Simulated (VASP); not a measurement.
# Mg (P6_3/mmc) in VASP: further runs, part 2 of 2

VASP 6.6.1. Earlier steps stand in the parts before.

## (4) Single point, PBE

This run uses another cell than the first one, of 24.63 Å³/atom.

Input file INCAR:

```
SYSTEM = Mg
ALGO     = Normal         ! electronic algorithm
EDIFF    = 1E-7           ! SCF threshold, eV
ENCUT    = 520            ! plane-wave cutoff, eV
GGA      = PE             ! functional
ISIF     = 2              ! what is computed and relaxed
ISMEAR   = 1              ! smearing method
LASPH    = .TRUE.         ! aspherical terms in the spheres
LCHARG   = .FALSE.        ! write CHGCAR
LREAL    = .FALSE.        ! projectors in reciprocal space
LWAVE    = .FALSE.        ! write WAVECAR
NBANDS   = 9              ! bands
NELM     = 100            ! most SCF steps
PREC     = Accurate       ! precision mode
SIGMA    = 0.1            ! smearing width, eV
```

Input file KPOINTS:

```
k-points
0
G
  10 10 6
  0 0 0
```

Input file POSCAR:

```
Mg
1.0
    3.2722434310      0.0000000000      0.0000000000
   -1.6361217155      2.8338456038      0.0000000000
    0.0000000000      0.0000000000      5.3124886887
Mg
2
Direct
    0.3333333333      0.6666666667      0.2500000000
    0.6666666667      0.3333333333      0.7500000000
```

Potentials or basis: VASP PAW PBE potentials, release 64 (Mg).

Started as:

```console
$ cat potpaw_PBE.64/Mg/POTCAR > POTCAR
$ mpirun -np 1 vasp_std > vasp.out
```

OUTCAR:

```text
SYSTEM = Mg
   EDIFF = 1E-7
   ENCUT = 520
   GGA = PE
   ISIF = 2
   ISMEAR = 1
   LASPH = .TRUE.
   LREAL = .FALSE.
   NELM = 100
   PREC = Accurate

 ion  position               nearest neighbor table
   1  0.333  0.667  0.250-   2 3.26   2 3.26   2 3.26   2 3.26   2 3.26   2 3.26
   2  0.667  0.333  0.750-   1 3.26   1 3.26   1 3.26   1 3.26   1 3.26   1 3.26

  LATTYP: Found a hexagonal cell.
 ALAT       =     3.2722434310
 C/A-ratio  =     1.6235004518

  Lattice vectors:

 A1 = (   3.2722434310,   0.0000000000,   0.0000000000)
 A2 = (  -1.6361217155,   2.8338456038,   0.0000000000)
 A3 = (   0.0000000000,   0.0000000000,   5.3124886887)

Analysis of symmetry for initial positions (statically):
=====================================================================
 Subroutine PRICEL returns:
 Original cell was already a primitive cell.

 Routine SETGRP: Setting up the symmetry group for a
 hexagonal supercell.

 Subroutine GETGRP returns: Found 24 space group operations
 (whereof 12 operations were pure point group operations)
 out of a pool of 24 trial point group operations.

The static configuration has the point symmetry D_3d.
 The point group associated with its full space group is D_6h.

Analysis of symmetry for dynamics (positions and initial velocities):
=====================================================================
 Subroutine PRICEL returns:
 Original cell was already a primitive cell.

 Routine SETGRP: Setting up the symmetry group for a
 hexagonal supercell.

 Subroutine GETGRP returns: Found 24 space group operations
 (whereof 12 operations were pure point group operations)
 out of a pool of 24 trial point group operations.

The dynamic configuration has the point symmetry D_3d.
 The point group associated with its full space group is D_6h.

 Subroutine INISYM returns: Found 24 space group operations
 (whereof 12 operations are pure point group operations),
 and found     1 'primitive' translations

[... 115 lines left out ...]
  volume/ion in A,a.u.               =      24.63       166.22
  Fermi-wavevector in a.u.,A,eV,Ry     =   0.708905  1.339637  6.837563  0.502547
  Thomas-Fermi vector in A             =   1.795345
   LORBIT       =      0    0 simple, 1 ext, 2 COOP (PROOUT), +10 PAW based schemes
   GGA     = PE    functional components
   LHFCALC =     F    Hartree Fock is set to
   AEXX    =    0.0000 exact exchange contribution
   IVDW    =     0    specifies the selected vdW correction
   LEPSILON=     F    determine dielectric tensor
   LRPA    =     F    only Hartree local field effects (RPA)
 non-spin polarized calculation
 Methfessel and Paxton  Order N= 1 SIGMA  =   0.10
  energy-cutoff  :      520.00
  volume of cell :       49.26
 maximum number of plane-waves:      1341
   NGX = 13   NGY = 13   NGZ = 19

 number of electron       4.0000000 magnetization

 Free energy of the ion-electron system (eV)
  ---------------------------------------------------
  ext. energy  EPLUGINS =         0.00000000
  ---------------------------------------------------
  free energy    TOTEN  =        -2.98370852 eV

  energy without entropy =       -2.98373183  energy(sigma->0) =       -2.98371629

 E-fermi :   2.3863     XC(G=0):  -8.2756

 val. band max:        2.3718589485   @ k =   0.3000   0.3000   0.0000
 cond. band min:       2.4120259758   @ k =   0.3000   0.3000   0.1667
 fundamental gap:      0.0401670273
 Fermi energy:         2.3862713749

 k-point     1 :       0.0000    0.0000    0.0000
  band No.  band energies     occupation
      1      -4.3570      2.00000
      2       0.7096      2.00000
      3       1.0301      2.00000
      4      12.7867      0.00000
      5      12.7867      0.00000
      6      12.8128      0.00000
      7      12.8128      0.00000
      8      13.7075      0.00000
      9      15.0608      0.00000
[... 265 lines left out ...]
 k-point    24 :       0.4000    0.1000    0.1667
  band No.  band energies     occupation
      1      -0.3455      2.00000
      2       1.4142      2.00000
      3       3.0996     -0.00000
      4       4.7834      0.00000
      5       6.1849      0.00000
      6       7.0879      0.00000
      7       8.3964      0.00000
      8      10.2132      0.00000
      9      12.2516      0.00000

 [... further k-points ...]
[... 5 lines left out ...]
  --------------------------------------------------------------------------------------
  -------------------------------------------------------------------------------------
  Total       -0.7750285     -0.7750284     -0.4416281      0.0000000      0.0000000      0.0000000
  in kB      -25.2062636    -25.2062577    -14.3630780      0.0000000      0.0000000      0.0000000
  external PRESSURE =     -21.5918664 kB  Pullay stress =       0.0000000 kB

 VOLUME and BASIS-vectors are now :
 -----------------------------------------------------------------------------
  energy-cutoff  :      520.00
  volume of cell :       49.26
      direct lattice vectors                 reciprocal lattice vectors
     3.272243431  0.000000000  0.000000000     0.305600736  0.176438688  0.000000000
    -1.636121716  2.833845604  0.000000000     0.000000000  0.352877376  0.000000000
     0.000000000  0.000000000  5.312488689     0.000000000  0.000000000  0.188235695

 POSITION                                       TOTAL-FORCE (eV/Angst)
 -----------------------------------------------------------------------------------
     -0.00000      1.88923      1.32812         0.000000     -0.000000      0.000000
      1.63612      0.94462      3.98437        -0.000000      0.000000      0.000000
 -----------------------------------------------------------------------------------
    total drift:                               -0.000000      0.000000     -0.000000

  FREE ENERGIE OF THE ION-ELECTRON SYSTEM (eV)
  ---------------------------------------------------
  free  energy   TOTEN  =        -2.9837085161 eV

  energy  without entropy=       -2.9837318273  energy(sigma->0) =       -2.98371629
```

stdout:

```text
POSCAR found type information on POSCAR Mg
 POSCAR found :  1 types and       2 ions
 scaLAPACK will be used
 LDA part: xc-table for (Slater+PW92), standard interpolation
 POSCAR, INCAR and KPOINTS ok, starting setup
 FFT: planning ... GRIDC
 FFT: planning ... GRID_SOFT
 FFT: planning ... GRID
 WAVECAR not read
 entering main loop
```

Run time: 22 s. Hardware: 1 thread of Intel Xeon 8259CL, shared host; peak memory 0.17 GiB.

Results:

```
Free energy            : -2.9837 eV
Pressure               : -2.2 GPa
Band gap on the k mesh : zero (bands 2 and 3 overlap by 1.93 eV)
```

Levels at points of the mesh, in eV from the Fermi level:
```tsv
k point	band 1	band 2	band 3	band 4	band 5	band 6
(0.00, 0.00, 0.00)	-6.74	-1.68	-1.36	10.40	10.40	10.43
(0.50, 0.00, 0.00)	-2.18	-2.13	2.45	2.88	2.98	3.39
(0.00, 0.00, 0.50)	-5.41	-5.41	4.72	4.72	11.16	11.16
(0.50, 0.00, 0.50)	-1.13	-1.13	-0.57	-0.57	7.55	7.55
```

## (5) The runs side by side

```csv
cell,gap on the mesh (eV),pressure (GPa)
"a = 3.209, b = 3.209, c = 5.210 Å, angles 90.0, 90.0, 120.0°, 2 atoms",none,-0.4
"a = 3.241, b = 3.241, c = 5.262 Å, angles 90.0, 90.0, 120.0°, 2 atoms",none,-1.3
"a = 3.272, b = 3.272, c = 5.312 Å, angles 90.0, 90.0, 120.0°, 2 atoms",none,-2.2
```

Alike in all rows: task single point; level PBE; potentials or basis VASP PAW PBE potentials, release 64 (Mg); no spin polarisation; k mesh 10 × 10 × 6; cutoff (eV) 520; smearing methfessel-paxton 0.1 eV.

Total energies depend on the potentials used, so only differences within one code and one set of settings carry meaning.
